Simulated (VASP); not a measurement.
A run of VASP 6.6.1 is set up as follows.

File INCAR:

```
SYSTEM = BaH4
  PREC = Accurate
  ENCUT = 520
  EDIFF = 1E-6
  ISMEAR = 0
  SIGMA = 0.1
  LREAL = .FALSE.
  LASPH = .TRUE.
  NELM = 100
  ALGO = Normal
  ISIF = 2
  LWAVE = .FALSE.
  LCHARG = .FALSE.
  GGA = PE
  NBANDS = 15
```

KPOINTS

```
regular mesh
0
G
  6 6 6
  0 0 0
```

POSCAR

```
BaH4
1.0
    2.2926231534      1.3236465948      3.5428506043
   -2.2926231534      1.3236465948      3.5428506043
    0.0000000000     -2.6472931896      3.5428506043
Ba H
1 4
Direct
    0.0000000000      0.0000000000      0.0000000000
    0.7407908648      0.7407908648      0.7407908648
    0.2592091352      0.2592091352      0.2592091352
    0.4638710694      0.4638710694      0.4638710694
    0.5361289306      0.5361289306      0.5361289306
```

Potentials or basis: VASP PAW PBE potentials, release 64 (Ba_sv, H).

The run is started by

```bash
$ cat potpaw_PBE.64/Ba_sv/POTCAR potpaw_PBE.64/H/POTCAR > POTCAR
$ mpirun -np 1 vasp_std > vasp.out
```

Problem. Predict the largest force.

Solution. 0.046 eV/Å.

Problem. Estimate the pressure.

Solution. 0.3 GPa.

Problem. Estimate the band gap on the k mesh.

Solution. 2.49 eV, indirect (least direct gap 2.91 eV).

Forces in eV/Å, atoms in the order of the input:
```
Ba   0.000  0.000  0.000
H    0.000  0.000  0.004
H    0.000  0.000 -0.004
H    0.000  0.000 -0.046
H    0.000  0.000  0.046
```

Caveat: spin-orbit coupling is left out, which moves the levels of the heavy elements. A k mesh can miss the band edges.
